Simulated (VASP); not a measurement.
Here is a VASP 6.6.1 calculation.

File INCAR:

```
ALGO = Normal
EDIFF = 1E-6
ENCUT = 520
GGA = PE
ISIF = 2
ISMEAR = 0
LASPH = T
LCHARG = F
LREAL = F
LWAVE = F
NBANDS = 16
NELM = 80
PREC = Accurate
SIGMA = 0.02
```

The input KPOINTS:

```
k-points
0
Gamma
  10 10 10
```

POSCAR

```
GaN
1.0
    0.0000000000      2.2742384953      2.2742384953
    2.2742384953      0.0000000000      2.2742384953
    2.2742384953      2.2742384953      0.0000000000
Ga N
1 1
Direct
    0.0000000000      0.0000000000      0.0000000000
    0.7500000000      0.7500000000      0.7500000000
```

Potentials or basis: VASP PAW PBE potentials, release 64 (Ga_d, N).

Launch:

```bash
$ cat potpaw_PBE.64/Ga_d/POTCAR potpaw_PBE.64/N/POTCAR > POTCAR
$ mpirun -np 1 vasp_std > vasp.out
```

(1) What does it give for the band gap on the k mesh?

(2) Predict the pressure.

## Answers

(1) 1.55 eV, direct.

(2) 0.1 GPa.
